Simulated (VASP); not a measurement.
YF5: single point with PBE

YF5:

```xyz
6
Lattice="6.3524 0.0000 0.0000 -3.1762 5.5013 0.0000 0.0000 0.0000 6.1626" Properties=species:S:1:pos:R:3 pbc="T T T"
Y     0.0000    0.0000    0.0000
F     3.1762    0.0000    3.0813
F    -1.5881    2.7507    3.0813
F     1.5881    2.7507    3.0813
F     0.0000    0.0000    4.2354
F     0.0000    0.0000    1.9272
```

The cell was generated, and may not be a known phase.

```
Program                : VASP 6.6.1
Task                   : single point
Functional             : PBE
Potentials or basis    : VASP PAW PBE potentials, release 64 (Y_sv, F)
Cutoff                 : 520 eV
k mesh                 : 6 × 6 × 6
Occupations            : gaussian, width 0.1 eV
Spin                   : collinear spin
Starting moments       : [0.0, 0.74, 0.74, 0.74, 0.0, 0.0] μB
Dipole correction      : no
Further INCAR settings : ALGO = Normal; EDIFF = 1e-07; NBANDS = 36
```

```
Pressure                                              : 0.0 GPa
Largest force                                         : 0.094 eV/Å
Band gap on the k mesh                                : zero (filled and empty bands overlap)
Net moment                                            : 2.00 μB per cell
Site moments                                          : Y -0.00; F +0.58, -0.00 (each value once) μB
Valence electrons inside the program's atomic spheres : Y 9.95; F 5.86, 6.08 (each value once)
```

Forces in eV/Å, atoms in the order of the input:
```
Y    0.000  0.000  0.000
F    0.000  0.000  0.000
F    0.000  0.000  0.000
F    0.000  0.000  0.000
F    0.000  0.000 -0.094
F    0.000  0.000  0.094
```

Stress tensor (GPa, compression positive):
```
-0.12  0.00  0.00
 0.00 -0.12  0.00
 0.00  0.00  0.10
```

Levels at points of the mesh, in eV from the Fermi level:
Spin up:
| k point | band 21 | band 22 | band 23 | band 24 | band 25 | band 26 | band 27 | band 28 |
| --- | --- | --- | --- | --- | --- | --- | --- | --- |
| (0.00, 0.00, 0.00) | -0.92 | -0.92 | -0.75 | -0.48 | 2.22 | 2.97 | 2.97 | 5.34 |
| (0.50, 0.00, 0.00) | -0.95 | -0.91 | -0.87 | -0.48 | 2.72 | 3.11 | 3.11 | 4.96 |
| (0.00, 0.00, 0.50) | -1.02 | -0.93 | -0.93 | -0.75 | 2.42 | 3.00 | 3.00 | 5.25 |
| (0.50, 0.00, 0.50) | -1.02 | -0.96 | -0.92 | -0.86 | 2.79 | 3.11 | 3.11 | 5.19 |
Spin down:
| k point | band 20 | band 21 | band 22 | band 23 | band 24 | band 25 |
| --- | --- | --- | --- | --- | --- | --- |
| (0.00, 0.00, 0.00) | -0.40 | -0.40 | 0.01 | 0.41 | 0.41 | 2.23 |
| (0.50, 0.00, 0.00) | -0.23 | -0.21 | -0.17 | 0.01 | 0.37 | 2.73 |
| (0.00, 0.00, 0.50) | -0.42 | -0.42 | 0.01 | 0.41 | 0.41 | 2.46 |
| (0.50, 0.00, 0.50) | -0.24 | -0.20 | -0.17 | 0.02 | 0.37 | 2.81 |

Run time: 9.3 min on 1 thread of Intel(R) Xeon(R) Platinum 8488C (Sapphire Rapids) (shared host), peak memory 0.59 GiB.
